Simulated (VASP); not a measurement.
# P (Im-3m) in VASP: a series of runs

P is run at these levels: r2SCAN; tasks: single point, relaxation of cell and atoms.

Program: VASP 6.6.1. These are calculated values, not measurements. Logs are shortened: lines on timing, memory, paths and dates and some standing lists are left out, and cuts for length are marked.

**1. The cell of the first run**

The structure is cubic, space group Im-3m (No. 229). The conventional cell has a = 3.179 Å, b = 3.179 Å, c = 3.179 Å, α = 90.00°, β = 90.00°, γ = 90.00°. Within 3.6 Å of P (site symmetry m-3m) lie 14 P at 2.75 to 3.18 Å.

This isn't the form of P at room conditions, which is orthorhombic.

**2. Single point, r2SCAN (16.07 Å³/atom)**

The input, POSCAR:

```
P
1.0
   -1.5895940635      1.5895940635      1.5895940635
    1.5895940635     -1.5895940635      1.5895940635
    1.5895940635      1.5895940635     -1.5895940635
P
1
Direct
    0.0000000000      0.0000000000      0.0000000000
```

The input, INCAR.step1:

```
ALGO     = Normal         # electronic algorithm
EDIFF    = 1E-4           # SCF threshold, eV
ENCUT    = 520            # plane-wave cutoff, eV
GGA      = PE             # functional
ISMEAR   = -1             # smearing method
LASPH    = T              # aspherical terms in the spheres
LCHARG   = F              # write CHGCAR
LREAL    = F              # projectors in reciprocal space
LWAVE    = T              # write WAVECAR
NBANDS   = 8              # bands
NELM     = 60             # most SCF steps
PREC     = Accurate       # precision mode
SIGMA    = 0.1            # smearing width, eV
```

The input, INCAR.step2:

```
ALGO     = Normal         # electronic algorithm
EDIFF    = 1E-6           # SCF threshold, eV
ENCUT    = 520            # plane-wave cutoff, eV
ISIF     = 2              # what is computed and relaxed
ISMEAR   = -1             # smearing method
ISTART   = 1            
LASPH    = T              # aspherical terms in the spheres
LCHARG   = F              # write CHGCAR
LMIXTAU  = T            
LREAL    = F              # projectors in reciprocal space
LWAVE    = F              # write WAVECAR
METAGGA  = R2SCAN         # meta-GGA
NBANDS   = 8              # bands
NELM     = 60             # most SCF steps
PREC     = Accurate       # precision mode
SIGMA    = 0.1            # smearing width, eV
```

The input, KPOINTS:

```
k-points
0
Gamma
  16 16 16
```

Potentials or basis: VASP PAW PBE potentials, release 64 (P).

Started as:

```bash
cat potpaw_PBE.64/P/POTCAR > POTCAR
cp INCAR.step1 INCAR
mpirun -np 1 vasp_std > vasp.out
cp INCAR.step2 INCAR
mpirun -np 1 vasp_std > vasp.out
```

OUTCAR:

```text
EDIFF = 1E-6
   ENCUT = 520
   ISIF = 2
   ISMEAR = -1
   ISTART = 1
   LASPH = T
   LREAL = F
   METAGGA = R2SCAN
   NELM = 60
   PREC = Accurate

 ion  position               nearest neighbor table
   1  0.000  0.000  0.000-

  LATTYP: Found a body centered cubic cell.
 ALAT       =     3.1791881270

  Lattice vectors:

 A1 = (  -1.5895940635,   1.5895940635,   1.5895940635)
 A2 = (   1.5895940635,  -1.5895940635,   1.5895940635)
 A3 = (   1.5895940635,   1.5895940635,  -1.5895940635)

Analysis of symmetry for initial positions (statically):
=====================================================================
 Subroutine PRICEL returns:
 Original cell was already a primitive cell.

 Routine SETGRP: Setting up the symmetry group for a
 body centered cubic supercell.

 Subroutine GETGRP returns: Found 48 space group operations
 (whereof 48 operations were pure point group operations)
 out of a pool of 48 trial point group operations.

The static configuration has the point symmetry O_h .

Analysis of symmetry for dynamics (positions and initial velocities):
=====================================================================
 Subroutine PRICEL returns:
 Original cell was already a primitive cell.

 Routine SETGRP: Setting up the symmetry group for a
 body centered cubic supercell.

 Subroutine GETGRP returns: Found 48 space group operations
 (whereof 48 operations were pure point group operations)
 out of a pool of 48 trial point group operations.

The dynamic configuration has the point symmetry O_h .

 Subroutine INISYM returns: Found 48 space group operations
 (whereof 48 operations are pure point group operations),
 and found     1 'primitive' translations

----------------------------------------------------------------------------------------

                                     Primitive cell

  volume of cell :      16.0664

  direct lattice vectors                    reciprocal lattice vectors
    -1.589594064  1.589594064  1.589594064     0.000000000  0.314545714  0.314545714
     1.589594064 -1.589594064  1.589594064     0.314545714  0.000000000  0.314545714
     1.589594064  1.589594064 -1.589594064     0.314545714  0.314545714  0.000000000

  length of vectors
     2.753257681  2.753257681  2.753257681     0.444834815  0.444834815  0.444834815

[... 71 lines left out ...]
   ICHARG =      0    charge: 1-file 2-atom 10-const
   ISPIN  =      1    spin polarized calculation?
   LNONCOLLINEAR =      F non collinear calculations
   LSORBIT =      F    spin-orbit coupling
   LASPH  =      T    aspherical Exc in radial PAW
   ENCUT  =  520.0 eV  38.22 Ry    6.18 a.u.   5.12  5.12  5.12*2*pi/ulx,y,z
   NELM   =     60;   NELMIN=  2; NELMDL=  0     # of ELM steps
   EDIFF  = 0.1E-05   stopping-criterion for ELM
   LREAL  =      F    real-space projection
   EDIFFG = 0.1E-04   stopping-criterion for IOM
   NSW    =      0    number of steps for IOM
   IBRION =     -1    ionic relax: 0-MD 1-quasi-New 2-CG
   NFREE  =      0    steps in history (QN), initial steepest desc. (CG)
   ISIF   =      2    stress and relaxation
   ISYM   =      2    0-nonsym 1-usesym 2-fastsym
   POTIM  = 0.5000    time-step for ionic-motion
   TEBEG  =    0.0;   TEEND  =   0.0 temperature during run
   PSTRESS=    0.0 pullay stress
   NELECT =       5.0000    total number of electrons
   NUPDOWN=      -1.0000    fix difference up-down
   EMIN   =  10.00;   EMAX   =-10.00  energy-range for DOS
   EFERMI =   0.00;   METHOD = LEGACY
   ISMEAR =    -1;   SIGMA  =   0.10  broadening in eV -4-tet -1-fermi 0-gaus
   EFERMI_NEDOS =   21; number of points for ismear=-14 and -15
   IALGO  =     38    algorithm
   IMIX   =      4    mixing-type and parameters
     AMIX     =   0.40;   BMIX     =  1.00
     AMIX_MAG =   1.60;   BMIX_MAG =  1.00
  volume/ion in A,a.u.               =      16.07       108.42
  Fermi-wavevector in a.u.,A,eV,Ry     =   1.109410  2.096480 16.745911  1.230790
  Thomas-Fermi vector in A             =   2.245949
   LORBIT       =      0    0 simple, 1 ext, 2 COOP (PROOUT), +10 PAW based schemes
   METAGGA = R2SCAN    functional components
   LHFCALC =     F    Hartree Fock is set to
   AEXX    =    0.0000 exact exchange contribution
   IVDW    =     0    specifies the selected vdW correction
   LEPSILON=     F    determine dielectric tensor
   LRPA    =     F    only Hartree local field effects (RPA)
 non-spin polarized calculation
  energy-cutoff  :      520.00
  volume of cell :       16.07
 maximum number of plane-waves:       456
   NGX = 11   NGY = 11   NGZ = 11

 number of electron       4.9999999 magnetization

 Free energy of the ion-electron system (eV)
  ---------------------------------------------------
  ext. energy  EPLUGINS =         0.00000000
  ---------------------------------------------------
  free energy    TOTEN  =        -8.00788896 eV

  energy without entropy =       -7.98974434  energy(sigma->0) =       -7.99881665

 E-fermi :   8.2248     XC(G=0): -11.6493

 val. band max:        8.1937159801   @ k =   0.2500   0.1875   0.1250
 cond. band min:       8.2472665587   @ k =  -0.3125   0.3125   0.2500
 fundamental gap:      0.0535505786
 Fermi energy:         8.2248116522

 k-point     1 :       0.0000    0.0000    0.0000
  band No.  band energies     occupation
      1      -7.7556      2.00000
      2      14.7233      0.00000
      3      14.7233      0.00000
      4      14.7233      0.00000
      5      20.5671      0.00000
      6      20.5671      0.00000
      7      20.5671      0.00000
      8      24.6897      0.00000
[... 243 lines left out ...]
 k-point    24 :       0.2500    0.1875    0.0000
  band No.  band energies     occupation
      1      -3.7191      2.00000
      2       5.1054      2.00000
      3       7.6628      1.99278
      4      12.0283      0.00000
      5      18.3548      0.00000
      6      20.5490      0.00000
      7      24.4088      0.00000
      8      26.3101      0.00000

 [... further k-points ...]
[... 5 lines left out ...]
  --------------------------------------------------------------------------------------
  -------------------------------------------------------------------------------------
  Total       -0.8874258     -0.8874258     -0.8874258     -0.0000000      0.0000000     -0.0000000
  in kB      -88.4960660    -88.4960660    -88.4960660     -0.0000000      0.0000000     -0.0000000
  external PRESSURE =     -88.4960660 kB  Pullay stress =       0.0000000 kB

 VOLUME and BASIS-vectors are now :
 -----------------------------------------------------------------------------
  energy-cutoff  :      520.00
  volume of cell :       16.07
      direct lattice vectors                 reciprocal lattice vectors
    -1.589594064  1.589594064  1.589594064     0.000000000  0.314545714  0.314545714
     1.589594064 -1.589594064  1.589594064     0.314545714  0.000000000  0.314545714
     1.589594064  1.589594064 -1.589594064     0.314545714  0.314545714  0.000000000

 POSITION                                       TOTAL-FORCE (eV/Angst)
 -----------------------------------------------------------------------------------
      0.00000      0.00000      0.00000         0.000000      0.000000      0.000000
 -----------------------------------------------------------------------------------
    total drift:                                0.000000      0.000000     -0.000000

  FREE ENERGIE OF THE ION-ELECTRON SYSTEM (eV)
  ---------------------------------------------------
  free  energy   TOTEN  =        -8.0078889588 eV

  energy  without entropy=       -7.9897443413  energy(sigma->0) =       -7.99881665
```

Wall time 19 s (1 thread of Intel Xeon 6975P-C (Granite Rapids), shared host); peak memory 0.13 GiB.

What came out:

```yaml
Free_energy: -8.0079 eV
Pressure: -8.8 GPa
Band_gap_on_the_k_mesh: zero (an odd number of electrons rules out a gap without spin polarisation)
```

Caveat: the cell stands under tension; the PAW data sets were made with another functional, which shifts forces and pressure a little.

**3. Single point, r2SCAN**

This run uses another cell than the first one, of 14.35 Å³/atom.

The input, POSCAR:

```
P
1.0
   -1.5306652568      1.5306652568      1.5306652568
    1.5306652568     -1.5306652568      1.5306652568
    1.5306652568      1.5306652568     -1.5306652568
P
1
Direct
    0.0000000000      0.0000000000      0.0000000000
```

The input, INCAR.step1:

```
SYSTEM = P
PREC = Accurate
ENCUT = 520
ISMEAR = -1
SIGMA = 0.1
LREAL = .FALSE.
LASPH = .TRUE.
NELM = 60
NBANDS = 8
GGA = PE
ALGO = Normal
EDIFF = 1E-4
LWAVE = .TRUE.
LCHARG = .FALSE.
```

The input, INCAR.step2:

```
SYSTEM = P
PREC = Accurate
ENCUT = 520
EDIFF = 1E-6
ISMEAR = -1
SIGMA = 0.1
LREAL = .FALSE.
LASPH = .TRUE.
NELM = 60
ALGO = Normal
ISIF = 2
LWAVE = .FALSE.
LCHARG = .FALSE.
METAGGA = R2SCAN
LMIXTAU = .TRUE.
NBANDS = 8
ISTART = 1
```

The input, KPOINTS:

```
Automatic mesh
0
G
  24 24 24
  0 0 0
```

Potentials or basis: VASP PAW PBE potentials, release 64 (P).

Started as:

```bash
cat potpaw_PBE.64/P/POTCAR > POTCAR
cp INCAR.step1 INCAR
mpirun -np 1 vasp_std > vasp.out
cp INCAR.step2 INCAR
mpirun -np 1 vasp_std > vasp.out
```

Run time: 52 s. Hardware: 1 thread of Intel Xeon 6975P-C (Granite Rapids), shared host; peak memory 0.15 GiB.

The run converged. Its results:

```yaml
Free_energy: -8.0630 eV
Pressure: -0.2 GPa
Band_gap_on_the_k_mesh: zero (an odd number of electrons rules out a gap without spin polarisation)
```

Levels at points of the mesh, in eV from the Fermi level:
| k point | band 1 | band 2 | band 3 | band 4 | band 5 | band 6 | band 7 | band 8 |
| --- | --- | --- | --- | --- | --- | --- | --- | --- |
| (0.00, 0.00, 0.00) | -17.22 | 7.54 | 7.54 | 7.54 | 12.60 | 12.60 | 12.60 | 17.04 |
| (0.50, 0.00, 0.00) | -10.45 | -8.20 | 2.52 | 5.65 | 7.79 | 8.91 | 20.49 | 20.51 |
| (0.50, 0.50, 0.50) | -4.28 | -2.81 | -2.81 | -2.81 | 2.85 | 2.85 | 24.87 | 24.87 |

Caveat: the PAW data sets were made with another functional, which shifts forces and pressure a little.

**4. Relaxation of cell and atoms, r2SCAN**

This run uses another cell than the first one, of 15.22 Å³/atom.

The input, POSCAR:

```
P
1.0
   -1.5612668457      1.5612668457      1.5612668457
    1.5612668457     -1.5612668457      1.5612668457
    1.5612668457      1.5612668457     -1.5612668457
P
1
Direct
    0.0000000000      0.0000000000      0.0000000000
```

The input, INCAR.step1:

```
SYSTEM = P
  PREC = Accurate
  ENCUT = 600
  ISMEAR = -1
  SIGMA = 0.1
  LREAL = .FALSE.
  LASPH = .TRUE.
  NELM = 80
  GGA = PE
  ALGO = Normal
  EDIFF = 1E-4
  LWAVE = .TRUE.
  LCHARG = .FALSE.
```

The input, INCAR.step2:

```
SYSTEM = P
  PREC = Accurate
  ENCUT = 600
  EDIFF = 1E-7
  ISMEAR = -1
  SIGMA = 0.1
  LREAL = .FALSE.
  LASPH = .TRUE.
  NELM = 80
  ALGO = Normal
  ISIF = 3
  LWAVE = .FALSE.
  LCHARG = .FALSE.
  METAGGA = R2SCAN
  LMIXTAU = .TRUE.
  IBRION = 2
  NSW = 80
  EDIFFG = -0.01
  ISTART = 1
```

The input, KPOINTS:

```
Automatic mesh
0
G
  14 14 14
  0 0 0
```

Potentials or basis: VASP PAW PBE potentials, release 64 (P).

Started as:

```bash
cat potpaw_PBE.64/P/POTCAR > POTCAR
cp INCAR.step1 INCAR
mpirun -np 1 vasp_std > vasp.out
cp INCAR.step2 INCAR
mpirun -np 1 vasp_std > vasp.out
```

OUTCAR:

```text
SYSTEM = P
   PREC = Accurate
   ENCUT = 600
   EDIFF = 1E-7
   ISMEAR = -1
   LREAL = .FALSE.
   LASPH = .TRUE.
   NELM = 80
   ISIF = 3
   METAGGA = R2SCAN
   IBRION = 2
   NSW = 80
   EDIFFG = -0.01
   ISTART = 1

 ion  position               nearest neighbor table
   1  0.000  0.000  0.000-

  LATTYP: Found a body centered cubic cell.
 ALAT       =     3.1225336914

  Lattice vectors:

 A1 = (  -1.5612668457,   1.5612668457,   1.5612668457)
 A2 = (   1.5612668457,  -1.5612668457,   1.5612668457)
 A3 = (   1.5612668457,   1.5612668457,  -1.5612668457)

Analysis of symmetry for initial positions (statically):
=====================================================================
 Subroutine PRICEL returns:
 Original cell was already a primitive cell.

 Routine SETGRP: Setting up the symmetry group for a
 body centered cubic supercell.

 Subroutine GETGRP returns: Found 48 space group operations
 (whereof 48 operations were pure point group operations)
 out of a pool of 48 trial point group operations.

The static configuration has the point symmetry O_h .

[... 160 lines left out ...]

------------------------ aborting loop because EDIFF is reached ----------------------------------------

  FORCE on cell =-STRESS in cart. coord.  units (eV):
  Direction    XX          YY          ZZ          XY          YZ          ZX
  --------------------------------------------------------------------------------------
  -------------------------------------------------------------------------------------
  Total       -0.4989678     -0.4989678     -0.4989678     -0.0000000      0.0000000     -0.0000000
  in kB      -52.5160060    -52.5160060    -52.5160060     -0.0000000      0.0000000     -0.0000000
  external PRESSURE =     -52.5160060 kB  Pullay stress =       0.0000000 kB
[... 22 lines left out ...]
--------------------------------------- Ionic step        2  -------------------------------------------

 number of electron       5.0000000 magnetization

 E-fermi :  10.0624     XC(G=0): -12.2797

 val. band max:        9.9914658978   @ k =   0.2143   0.0714   0.0000
 cond. band min:      10.1023102846   @ k =  -0.3571   0.3571   0.2143
 fundamental gap:      0.1108443868
 Fermi energy:        10.0624114620

 k-point     1 :       0.0000    0.0000    0.0000
  band No.  band energies     occupation
      1      -7.3248      2.00000
      2      17.7308      0.00000
      3      17.7308      0.00000
      4      17.7308      0.00000
      5      22.6828      0.00000
      6      22.6828      0.00000
[... 241 lines left out ...]
--------------------------------------- Ionic step        3  -------------------------------------------

 number of electron       4.9999999 magnetization

 Free energy of the ion-electron system (eV)
  ---------------------------------------------------
  ext. energy  EPLUGINS =         0.00000000
  ---------------------------------------------------
  free energy    TOTEN  =        -8.06571909 eV

  energy without entropy =       -8.04969383  energy(sigma->0) =       -8.05770646

 E-fermi :   9.8825     XC(G=0): -12.2175

 val. band max:        9.7964225279   @ k =   0.2143   0.0714   0.0000
 cond. band min:       9.9248999614   @ k =  -0.3571   0.3571   0.2143
 fundamental gap:      0.1284774335
 Fermi energy:         9.8824596120

 k-point     1 :       0.0000    0.0000    0.0000
  band No.  band energies     occupation
      1      -7.3670      2.00000
      2      17.4249      0.00000
      3      17.4249      0.00000
      4      17.4249      0.00000
      5      22.4701      0.00000
      6      22.4701      0.00000
[... 235 lines left out ...]
  FREE ENERGIE OF THE ION-ELECTRON SYSTEM (eV)
  ---------------------------------------------------
  free  energy   TOTEN  =        -8.0657190889 eV

  energy  without entropy=       -8.0496938273  energy(sigma->0) =       -8.05770646

 reached required accuracy - stopping structural energy minimisation
```

OSZICAR.step1:

```text
N       E                     dE             d eps       ncg     rms          rms(c)
DAV:   1     0.392685469759E+01    0.39269E+01   -0.22828E+03  1248   0.681E+02
DAV:   2    -0.454564112854E+01   -0.84725E+01   -0.79611E+01  1842   0.717E+01
DAV:   3    -0.467776862366E+01   -0.13213E+00   -0.13048E+00  1524   0.966E+00
DAV:   4    -0.467811765411E+01   -0.34903E-03   -0.34902E-03  1782   0.481E-01
DAV:   5    -0.467811847843E+01   -0.82432E-06   -0.82546E-06  1506   0.149E-02    0.355E+00
DAV:   6    -0.467386391616E+01    0.42546E-02   -0.44419E-03  1476   0.467E-01    0.204E+00
DAV:   7    -0.467250899601E+01    0.13549E-02   -0.74668E-03  1416   0.611E-01    0.979E-02
DAV:   8    -0.467253630312E+01   -0.27307E-04   -0.10170E-04  1338   0.916E-02
   1 F= -.46725363E+01 E0= -.46641827E+01  d E =-.167073E-01
```

Wall time 37 s (1 thread of Intel Xeon 6975P-C (Granite Rapids), shared host); peak memory 0.14 GiB.

What came out:

```yaml
Free_energy: -8.0657 eV
Relaxed_volume: 14.32 Å³/atom
Relaxed_cell: a = 2.650 Å, b = 2.650 Å, c = 2.650 Å, α = 109.47°, β = 109.47°, γ = 109.47°
Space_group_after_relaxing_to_0.1_Å: Im-3m (No. 229)
Energy_gained_by_relaxing: 15.5 meV/atom
Ionic_steps: 3
Pressure_after_relaxing: 0.0 GPa
Band_gap_on_the_k_mesh: zero (an odd number of electrons rules out a gap without spin polarisation)
```

Step by step:
| step | energy change (eV) | largest force (eV/Å) | pressure (GPa) | volume (Å³) |
| --- | --- | --- | --- | --- |
| 1 | 0.0000 | 0.0000 | -5.25 | 15.22 |
| 2 | -0.0148 | 0.0000 | 1.24 | 14.15 |
| 3 | -0.0155 | 0.0000 | 0.02 | 14.32 |

Final structure:
```xyz
1
Lattice="-1.5299 1.5299 1.5299 1.5299 -1.5299 1.5299 1.5299 1.5299 -1.5299" Properties=species:S:1:pos:R:3 pbc="T T T"
P     0.0000    0.0000    0.0000
```

Levels at points of the mesh, in eV from the Fermi level:
| k point | band 1 | band 2 | band 3 | band 4 | band 5 | band 6 |
| --- | --- | --- | --- | --- | --- | --- |
| (0.00, 0.00, 0.00) | -17.25 | 7.54 | 7.54 | 7.54 | 12.59 | 12.59 |
| (0.50, 0.00, 0.00) | -10.47 | -8.22 | 2.51 | 5.64 | 7.78 | 8.90 |
| (0.50, 0.50, 0.50) | -4.28 | -2.82 | -2.82 | -2.82 | 2.83 | 2.83 |

Caveat: the PAW data sets were made with another functional, which shifts forces and pressure a little.

**5. Summary**

| task | cell | k mesh | cutoff (eV) | gap on the mesh (eV) | pressure (GPa) |
| --- | --- | --- | --- | --- | --- |
| single point | a = 2.753 Å, angles 109.5°, 1 atom | 16 × 16 × 16 | 520 | none | -8.8 |
| single point | a = 2.651 Å, angles 109.5°, 1 atom | 24 × 24 × 24 | 520 | none | -0.2 |
| relaxation of cell and atoms | relaxed from a = 2.704 Å, angles 109.5°, 1 atom | 14 × 14 × 14 | 600 | none | 0.0 |

Alike in all rows: level r2SCAN; potentials or basis VASP PAW PBE potentials, release 64 (P); no spin polarisation; smearing fermi-dirac 0.1 eV.

Caveats: the PAW data sets were made with another functional, which shifts forces and pressure a little; the cell stands under tension (at least some runs).

Absolute energies hang on the potentials; compare differences alone.
